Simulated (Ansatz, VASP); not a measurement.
Two plane-wave programs on AlN

```
Al N
1.0
     0.00000    1.97800    1.91866
     1.97800    0.00000    1.91866
     1.97800    1.97800    0.00000
Al N
1 1
Cartesian
  0.0000 0.0000 0.0000
  1.9780 1.9780 1.9187
```

Change from the starting cell: z stretched by -3 %, ions relaxed.

Alike in both runs: functional PBE; k mesh 13 × 13 × 13; occupations fermi-dirac, width 0.02 eV; no spin polarisation.

Ansatz relaxed the structure, and its values are those at the end. VASP's run is a single point on that final structure, the one shown.

|  | VASP | Ansatz |
| --- | --- | --- |
| version | VASP 6.6.1 | Ansatz 0.2.0 |
| potentials or method | VASP PAW PBE potentials, release 64 (Al, N) | plane-wave PAW, scalar-relativistic |
| plane-wave cutoff (eV) | 600 | 420 |
| valence electrons in the cell | 8 | 8 |

Ansatz gave:

```
gap on the k mesh at the Fermi level (eV) : 4.89
```

Which values does VASP return?

gap on the k mesh at the Fermi level (eV): 4.90.

The functional is the same, so the differences come from potentials, cutoffs and numerics. Ansatz's warnings: stress scf threshold loose.
